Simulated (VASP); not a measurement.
# PtSe2 (Sudovikovite) (P-3m1) in VASP: notebook

PtSe2 (Sudovikovite) is run at these levels: PBEsol, RPBE, BLYP+D4; tasks: single point.

Everything below comes from runs of VASP 6.6.1. Logs are shortened: lines on timing, memory, paths and dates and some standing lists are left out, and cuts for length are marked.

### Step 1. The cell of the first run

It takes space group P-3m1 (No. 164, trigonal). The conventional cell has a = 3.724 Å, b = 3.724 Å, c = 5.062 Å, α = 90.00°, β = 90.00°, γ = 120.00°. Within 3.3 Å of Pt (site symmetry -3m) lie 6 Se at 2.49 Å. Within 3.3 Å of Se (site symmetry 3m) lie 3 Pt at 2.49 Å.

### Step 2. Single point, PBEsol

The input, INCAR:

```
PREC = Accurate ; ENCUT = 520
EDIFF = 1E-6 ; ISMEAR = -1
SIGMA = 0.05 ; LREAL = F
LASPH = T ; NELM = 80
ALGO = Normal ; ISIF = 2
LWAVE = F ; LCHARG = F
GGA = PS ; NBANDS = 18
```

The input, KPOINTS:

```
regular mesh
0
Gamma
  8 8 5
```

The input, POSCAR:

```
PtSe2
1.0
    3.7240000000      0.0000000000      0.0000000000
   -1.8620000000      3.2250786037      0.0000000000
    0.0000000000      0.0000000000      5.0620000000
Pt Se
1 2
Direct
    0.0000000000      0.0000000000      0.0000000000
    0.6666666667      0.3333333333      0.7500000000
    0.3333333333      0.6666666667      0.2500000000
```

Potentials or basis: VASP PAW PBE potentials, release 64 (Pt, Se).

Run with:

```console
$ cat potpaw_PBE.64/Pt/POTCAR potpaw_PBE.64/Se/POTCAR > POTCAR
$ mpirun -np 1 vasp_std > vasp.out
```

OUTCAR:

```text
PREC = Accurate
   ENCUT = 520
   EDIFF = 1E-6
   ISMEAR = -1
   LREAL = F
   LASPH = T
   NELM = 80
   ISIF = 2
   GGA = PS

 ion  position               nearest neighbor table
   1  0.000  0.000  0.000-   2 2.49   3 2.49   2 2.49   3 2.49   2 2.49   3 2.49
   2  0.667  0.333  0.750-   1 2.49   1 2.49   1 2.49
   3  0.333  0.667  0.250-   1 2.49   1 2.49   1 2.49

  LATTYP: Found a hexagonal cell.
 ALAT       =     3.7240000000
 C/A-ratio  =     1.3592910849

  Lattice vectors:

 A1 = (   3.7240000000,   0.0000000000,   0.0000000000)
 A2 = (  -1.8620000000,   3.2250786037,   0.0000000000)
 A3 = (   0.0000000000,   0.0000000000,   5.0620000000)

Analysis of symmetry for initial positions (statically):
=====================================================================
 Subroutine PRICEL returns:
 Original cell was already a primitive cell.

 Routine SETGRP: Setting up the symmetry group for a
 hexagonal supercell.

 Subroutine GETGRP returns: Found 12 space group operations
 (whereof 12 operations were pure point group operations)
 out of a pool of 24 trial point group operations.

The static configuration has the point symmetry D_3d.

Analysis of symmetry for dynamics (positions and initial velocities):
=====================================================================
 Subroutine PRICEL returns:
 Original cell was already a primitive cell.

 Routine SETGRP: Setting up the symmetry group for a
 hexagonal supercell.

 Subroutine GETGRP returns: Found 12 space group operations
 (whereof 12 operations were pure point group operations)
 out of a pool of 24 trial point group operations.

The dynamic configuration has the point symmetry D_3d.

 Subroutine INISYM returns: Found 12 space group operations
 (whereof 12 operations are pure point group operations),
 and found     1 'primitive' translations

----------------------------------------------------------------------------------------

                                     Primitive cell

  volume of cell :      60.7956

  direct lattice vectors                    reciprocal lattice vectors
     3.724000000  0.000000000  0.000000000     0.268528464  0.155034981  0.000000000
    -1.862000000  3.225078604  0.000000000     0.000000000  0.310069962  0.000000000
     0.000000000  0.000000000  5.062000000     0.000000000  0.000000000  0.197550375

  length of vectors
     3.724000000  3.724000000  5.062000000     0.310069962  0.310069962  0.197550375

  position of ions in fractional coordinates (direct lattice)
     0.000000000  0.000000000  0.000000000
     0.666666667  0.333333333  0.750000000
     0.333333333  0.666666667  0.250000000

  ion indices of the primitive-cell ions
   primitive index   ion index
                 1           1
                 2           2
                 3           3

----------------------------------------------------------------------------------------

 KPOINTS: regular mesh

Automatic generation of k-mesh.
 Grid dimensions read from file:
 generate k-points for:    8    8    5

 Generating k-lattice:

  Cartesian coordinates                     Fractional coordinates (reciprocal lattice)
     0.033566058  0.019379373  0.000000000     0.125000000  0.000000000  0.000000000
     0.000000000  0.038758745  0.000000000     0.000000000  0.125000000  0.000000000
     0.000000000  0.000000000  0.039510075     0.000000000  0.000000000  0.200000000

  Length of vectors
     0.038758745  0.038758745  0.039510075

  Shift w.r.t. Gamma in fractional coordinates (k-lattice)
     0.000000000  0.000000000  0.000000000

 Subroutine IBZKPT returns following result:
 ===========================================

 Found     40 irreducible k-points:

 Following reciprocal coordinates:
            Coordinates               Weight
  0.000000  0.000000  0.000000      1.000000
  0.125000 -0.000000  0.000000      6.000000
  0.250000 -0.000000  0.000000      6.000000
  0.375000  0.000000  0.000000      6.000000
  0.500000 -0.000000  0.000000      3.000000
  0.125000  0.125000  0.000000      6.000000
[... 16 lines left out ...]
 -0.125000  0.500000  0.200000     12.000000
  0.250000  0.250000  0.200000     12.000000
 [... further k-points ...]
   k-points           NKPTS =     40   k-points in BZ     NKDIM =     40   number of bands    NBANDS=     18
   number of dos      NEDOS =    301   number of ions     NIONS =      3
   total plane-waves  NPLWV =  31360
   dimension x,y,z NGX =    28 NGY =   28 NGZ =   40
   dimension x,y,z NGXF=    56 NGYF=   56 NGZF=   80
   ions per type =               1   2
   NGX,Y,Z   is equivalent  to a cutoff of  12.50, 12.50, 13.14 a.u.
   NGXF,Y,Z  is equivalent  to a cutoff of  25.00, 25.00, 26.27 a.u.
 SYSTEM =  unknown system
   PREC   = accura    normal or accurate (medium, high low for compatibility)
   ISTART =      0    job   : 0-new  1-cont  2-samecut
   ICHARG =      2    charge: 1-file 2-atom 10-const
   ISPIN  =      1    spin polarized calculation?
   LNONCOLLINEAR =      F non collinear calculations
   LSORBIT =      F    spin-orbit coupling
   LASPH  =      T    aspherical Exc in radial PAW
   ENCUT  =  520.0 eV  38.22 Ry    6.18 a.u.   6.92  6.92  9.41*2*pi/ulx,y,z
   NELM   =     80;   NELMIN=  2; NELMDL= -5     # of ELM steps
   EDIFF  = 0.1E-05   stopping-criterion for ELM
   LREAL  =      F    real-space projection
   EDIFFG = 0.1E-04   stopping-criterion for IOM
   NSW    =      0    number of steps for IOM
   IBRION =     -1    ionic relax: 0-MD 1-quasi-New 2-CG
   NFREE  =      0    steps in history (QN), initial steepest desc. (CG)
   ISIF   =      2    stress and relaxation
   ISYM   =      2    0-nonsym 1-usesym 2-fastsym
   POTIM  = 0.5000    time-step for ionic-motion
   TEBEG  =    0.0;   TEEND  =   0.0 temperature during run
   PSTRESS=    0.0 pullay stress
   NELECT =      22.0000    total number of electrons
   NUPDOWN=      -1.0000    fix difference up-down
   EMIN   =  10.00;   EMAX   =-10.00  energy-range for DOS
   EFERMI =   0.00;   METHOD = LEGACY
   ISMEAR =    -1;   SIGMA  =   0.05  broadening in eV -4-tet -1-fermi 0-gaus
   EFERMI_NEDOS =   21; number of points for ismear=-14 and -15
   IALGO  =     38    algorithm
   IMIX   =      4    mixing-type and parameters
     AMIX     =   0.40;   BMIX     =  1.00
     AMIX_MAG =   1.60;   BMIX_MAG =  1.00
  volume/ion in A,a.u.               =      20.27       136.76
  Fermi-wavevector in a.u.,A,eV,Ry     =   1.166608  2.204570 18.517184  1.360975
  Thomas-Fermi vector in A             =   2.303119
   LORBIT       =      0    0 simple, 1 ext, 2 COOP (PROOUT), +10 PAW based schemes
   GGA     = PS    functional components
   LHFCALC =     F    Hartree Fock is set to
   AEXX    =    0.0000 exact exchange contribution
   IVDW    =     0    specifies the selected vdW correction
   LEPSILON=     F    determine dielectric tensor
   LRPA    =     F    only Hartree local field effects (RPA)
 non-spin polarized calculation
  energy-cutoff  :      520.00
  volume of cell :       60.80
 maximum number of plane-waves:      1654
   NGX = 13   NGY = 13   NGZ = 19

 number of electron      21.9999999 magnetization

 Free energy of the ion-electron system (eV)
  ---------------------------------------------------
  ext. energy  EPLUGINS =         0.00000000
  ---------------------------------------------------
  free energy    TOTEN  =       -15.88829898 eV

  energy without entropy =      -15.88214802  energy(sigma->0) =      -15.88522350

 E-fermi :   6.4271     XC(G=0): -10.8049

 val. band max:        6.3012835902   @ k =   0.1250  -0.0000   0.0000
 cond. band min:       6.4533715370   @ k =   0.0000   0.1250   0.2000
 fundamental gap:      0.1520879468
 Fermi energy:         6.4270803119

 k-point     1 :       0.0000    0.0000    0.0000
  band No.  band energies     occupation
      1      -9.3398      2.00000
      2      -6.4928      2.00000
      3      -0.8342      2.00000
      4      -0.1144      2.00000
      5      -0.1144      2.00000
      6       2.3646      2.00000
[... 10 lines left out ...]
     17      13.6117      0.00000
     18      18.0868      0.00000

 k-point     2 :       0.1250   -0.0000    0.0000
  band No.  band energies     occupation
      1      -9.1641      2.00000
      2      -6.5710      2.00000
      3      -0.6272      2.00000
      4      -0.0023      2.00000
      5       0.0106      2.00000
      6       2.1086      2.00000
[... 10 lines left out ...]
     17      14.1696      0.00000
     18      16.0724      0.00000

 k-point     3 :       0.2500   -0.0000    0.0000
  band No.  band energies     occupation
      1      -8.6786      2.00000
      2      -6.7714      2.00000
      3      -0.1253      2.00000
      4       0.2691      2.00000
      5       0.3839      2.00000
      6       1.1495      2.00000
[... 10 lines left out ...]
     17      14.5387      0.00000
     18      14.6937      0.00000

 k-point     4 :       0.3750    0.0000    0.0000
  band No.  band energies     occupation
      1      -8.0248      2.00000
      2      -7.0444      2.00000
      3      -0.4898      2.00000
      4       0.4971      2.00000
      5       0.7479      2.00000
      6       1.3251      2.00000
[... 10 lines left out ...]
     17      13.9899      0.00000
     18      15.8125      0.00000

 k-point     5 :       0.5000   -0.0000    0.0000
  band No.  band energies     occupation
      1      -7.4774      2.00000
      2      -7.3932      2.00000
      3      -0.9920      2.00000
      4       0.5572      2.00000
      5       1.0448      2.00000
      6       2.1197      2.00000
[... 10 lines left out ...]
     17      13.6776      0.00000
     18      17.6117      0.00000

 k-point     6 :       0.1250    0.1250    0.0000
  band No.  band energies     occupation
      1      -8.8330      2.00000
      2      -6.7076      2.00000
      3      -0.2507      2.00000
      4       0.2019      2.00000
      5       0.2290      2.00000
      6       1.6575      2.00000
[... 10 lines left out ...]
     17      14.6135      0.00000
     18      15.1513      0.00000

 k-point     7 :       0.2500    0.1250    0.0000
  band No.  band energies     occupation
      1      -8.2611      2.00000
      2      -6.9251      2.00000
      3       0.0727      2.00000
      4       0.2599      2.00000
      5       0.7122      2.00000
      6       0.8818      2.00000
[... 10 lines left out ...]
     17      14.1721      0.00000
     18      15.3763      0.00000

 k-point     8 :       0.3750    0.1250    0.0000
  band No.  band energies     occupation
      1      -7.6528      2.00000
      2      -7.2020      2.00000
      3      -0.7508      2.00000
      4       0.3958      2.00000
      5       1.0483      2.00000
      6       1.5180      2.00000
[... 10 lines left out ...]
     17      15.1752      0.00000
     18      16.0193      0.00000
[... 229 lines left out ...]
     17      14.0375      0.00000
     18      15.3315      0.00000

 k-point    20 :       0.2500    0.1250    0.2000
  band No.  band energies     occupation
      1      -8.1272      2.00000
      2      -7.0999      2.00000
      3      -0.0518      2.00000
      4       0.2310      2.00000
      5       0.5891      2.00000
      6       1.3928      2.00000
[... 10 lines left out ...]
     17      14.8085      0.00000
     18      14.9786      0.00000

 k-point    21 :      -0.1250    0.3750    0.2000
  band No.  band energies     occupation
      1      -8.1796      2.00000
      2      -7.0054      2.00000
      3      -0.3836      2.00000
      4       0.1128      2.00000
      5       0.5912      2.00000
      6       1.3193      2.00000
[... 10 lines left out ...]
     17      14.3609      0.00000
     18      15.9597      0.00000

 k-point    22 :       0.3750    0.1250    0.2000
  band No.  band energies     occupation
      1      -7.5175      2.00000
      2      -7.3273      2.00000
      3      -0.7657      2.00000
      4       0.3455      2.00000
      5       1.1827      2.00000
      6       1.2070      2.00000
[... 10 lines left out ...]
     17      15.3614      0.00000
     18      15.9027      0.00000

 k-point    23 :      -0.1250    0.5000    0.2000
  band No.  band energies     occupation
      1      -7.6779      2.00000
      2      -7.1306      2.00000
      3      -0.9221      2.00000
      4       0.1880      2.00000
      5       0.7550      2.00000
      6       1.8950      2.00000
[... 10 lines left out ...]
     17      15.5939      0.00000
     18      16.2465      0.00000

 k-point    24 :       0.2500    0.2500    0.2000
  band No.  band energies     occupation
      1      -7.6697      2.00000
      2      -7.1543      2.00000
      3      -0.3896      2.00000
      4       0.0878      2.00000
      5       0.5771      2.00000
      6       1.3818      2.00000
[... 10 lines left out ...]
     17      14.7701      0.00000
     18      15.3652      0.00000

 [... further k-points ...]

------------------------ aborting loop because EDIFF is reached ----------------------------------------

  FORCE on cell =-STRESS in cart. coord.  units (eV):
  Direction    XX          YY          ZZ          XY          YZ          ZX
  --------------------------------------------------------------------------------------
  -------------------------------------------------------------------------------------
  Total        1.0270438      1.0270438      0.4830376      0.0000000      0.0000000      0.0000000
  in kB       27.0662092     27.0662092     12.7297370      0.0000000      0.0000000      0.0000000
  external PRESSURE =      22.2873851 kB  Pullay stress =       0.0000000 kB

 VOLUME and BASIS-vectors are now :
 -----------------------------------------------------------------------------
  energy-cutoff  :      520.00
  volume of cell :       60.80
      direct lattice vectors                 reciprocal lattice vectors
     3.724000000  0.000000000  0.000000000     0.268528464  0.155034981  0.000000000
    -1.862000000  3.225078604  0.000000000     0.000000000  0.310069962  0.000000000
     0.000000000  0.000000000  5.062000000     0.000000000  0.000000000  0.197550375

 POSITION                                       TOTAL-FORCE (eV/Angst)
 -----------------------------------------------------------------------------------
      0.00000      0.00000      0.00000         0.000000      0.000000      0.000000
      1.86200      1.07503      3.79650        -0.000000      0.000000     -0.355737
     -0.00000      2.15005      1.26550         0.000000     -0.000000      0.355737
 -----------------------------------------------------------------------------------
    total drift:                               -0.000000     -0.000000     -0.000000

  FREE ENERGIE OF THE ION-ELECTRON SYSTEM (eV)
  ---------------------------------------------------
  free  energy   TOTEN  =       -15.8882989807 eV

  energy  without entropy=      -15.8821480220  energy(sigma->0) =      -15.88522350
```

Wall time 16 s (1 thread of Intel Xeon 6975P-C (Granite Rapids), shared host); peak memory 0.2 GiB.

Results:

```
Free energy            : -15.8883 eV
Pressure               : 2.2 GPa
Largest force          : 0.356 eV/Å
Band gap on the k mesh : zero (band 11 reaches 6.81 eV, above the bottom of band 12 at 6.48 eV)
```

Forces on the atoms (eV/Å):
```
Pt   0.000  0.000  0.000
Se   0.000  0.000 -0.356
Se   0.000  0.000  0.356
```

Caveat: the PAW data sets were made with another functional, which shifts forces and pressure a little; spin-orbit coupling is left out, which moves the levels of the heavy elements.

### Step 3. Single point, RPBE

The input, INCAR:

```
  PREC = Accurate
  ENCUT = 520
  EDIFF = 1E-7
  ISMEAR = -1
  SIGMA = 0.05
  LREAL = False
  LASPH = True
  NELM = 60
  ALGO = Normal
  ISIF = 2
  LWAVE = False
  LCHARG = False
  GGA = RP
  NBANDS = 18
```

The input, KPOINTS:

```
Automatic mesh
0
Gamma
  8 8 5
```

POSCAR is that of step 2.

Potentials or basis: VASP PAW PBE potentials, release 64 (Pt, Se).

Run with:

```console
$ cat potpaw_PBE.64/Pt/POTCAR potpaw_PBE.64/Se/POTCAR > POTCAR
$ mpirun -np 1 vasp_std > vasp.out
```

Run time: 20 s. Hardware: 1 thread of Intel Xeon 6975P-C (Granite Rapids), shared host; peak memory 0.2 GiB.

It converged, with:

| Quantity | Value |
| --- | --- |
| Free energy | -12.7733 eV |
| Pressure | 9.8 GPa |
| Largest force | 0.644 eV/Å |
| Band gap on the k mesh | zero (band 11 reaches 7.04 eV, above the bottom of band 12 at 6.78 eV) |

Forces on the atoms (eV/Å):
```
Pt   0.000  0.000  0.000
Se   0.000  0.000 -0.644
Se   0.000  0.000  0.644
```

Stress tensor (GPa, compression positive):
```
10.37  0.00  0.00
 0.00 10.37  0.00
 0.00  0.00  8.53
```

Levels at points of the mesh, in eV from the Fermi level:
| k point | band 7 | band 8 | band 9 | band 10 | band 11 | band 12 | band 13 | band 14 | band 15 | band 16 |
| --- | --- | --- | --- | --- | --- | --- | --- | --- | --- | --- |
| (0.00, 0.00, 0.00) | -4.11 | -2.66 | -1.14 | -1.14 | 0.34 | 1.40 | 1.40 | 3.62 | 4.27 | 7.24 |
| (0.50, 0.00, 0.00) | -3.77 | -3.61 | -3.60 | -3.51 | -3.05 | 0.62 | 2.29 | 4.75 | 5.83 | 7.15 |

Caveat: the PAW data sets were made with another functional, which shifts forces and pressure a little; spin-orbit coupling is left out, which moves the levels of the heavy elements.

### Step 4. Single point, BLYP+D4

The input, INCAR:

```
SYSTEM = PtSe2
PREC = Accurate
ENCUT = 520
EDIFF = 1E-7
ISMEAR = -1
SIGMA = 0.05
LREAL = .False.
LASPH = .True.
NELM = 60
ALGO = Normal
ISIF = 2
LWAVE = .False.
LCHARG = .True.
GGA = B5
ALDAX = 1.0
AGGAX = 1.0
AGGAC = 1.0
ALDAC = 0.0
IVDW = 13
VDW_S6 = 1.0
VDW_S8 = 2.34076671
VDW_A1 = 0.44488865
VDW_A2 = 4.0933009
LELF = .True.
LVHAR = .True.
NBANDS = 18
```

The input, KPOINTS:

```
regular mesh
0
Gamma
  8 8 5
  0 0 0
```

POSCAR is that of step 3.

Run with:

```console
$ cat potpaw_PBE.64/Pt/POTCAR potpaw_PBE.64/Se/POTCAR > POTCAR
$ mpirun -np 1 vasp_std > vasp.out
```

Run time: 29 s. Hardware: 1 thread of Intel Xeon 6975P-C (Granite Rapids), shared host; peak memory 0.2 GiB.

Results (log left out):

| Quantity | Value |
| --- | --- |
| Free energy | -14.6870 eV |
| Pressure | 7.8 GPa |
| Largest force | 1.178 eV/Å |
| Band gap on the k mesh | zero (band 11 reaches 7.37 eV, above the bottom of band 12 at 7.12 eV) |
| Dispersion energy per atom | -0.965 eV |

Forces on the atoms (eV/Å):
```
Pt   0.000  0.000  0.000
Se   0.000  0.000 -1.178
Se   0.000  0.000  1.178
```

Stress tensor (GPa, compression positive):
```
8.86 0.00 0.00
0.00 8.86 0.00
0.00 0.00 5.79
```

Levels at points of the mesh, in eV from the Fermi level:
| k point | band 8 | band 9 | band 10 | band 11 | band 12 | band 13 | band 14 | band 15 |
| --- | --- | --- | --- | --- | --- | --- | --- | --- |
| (0.00, 0.00, 0.00) | -2.64 | -1.13 | -1.13 | 0.32 | 1.39 | 1.39 | 3.80 | 4.23 |
| (0.50, 0.00, 0.00) | -3.59 | -3.56 | -3.50 | -3.03 | 0.63 | 2.27 | 4.81 | 5.97 |

Caveat: the PAW data sets were made with another functional, which shifts forces and pressure a little; spin-orbit coupling is left out, which moves the levels of the heavy elements; pairwise dispersion overbinds metals, which lowers pressure and volume.

### Step 5. The runs side by side

| level | gap on the mesh (eV) | pressure (GPa) | largest force (eV/Å) |
| --- | --- | --- | --- |
| PBEsol | none | 2.2 | 0.36 |
| RPBE | none | 9.8 | 0.64 |
| BLYP+D4 | none | 7.8 | 1.18 |

Alike in all rows: task single point; potentials or basis VASP PAW PBE potentials, release 64 (Pt, Se); no spin polarisation; cell as given; k mesh 8 × 8 × 5; cutoff (eV) 520; smearing fermi-dirac 0.05 eV.

Every run on the cell as given and a fine mesh finds a metal. The pressure there spans 2.2 GPa (PBEsol) to 9.8 GPa (RPBE); a positive pressure means that this level wants a larger cell, a negative one a smaller.

Caveats: the PAW data sets were made with another functional, which shifts forces and pressure a little; spin-orbit coupling is left out, which moves the levels of the heavy elements; pairwise dispersion overbinds metals, which lowers pressure and volume (some runs).

Absolute energies hang on the potentials; compare differences alone.
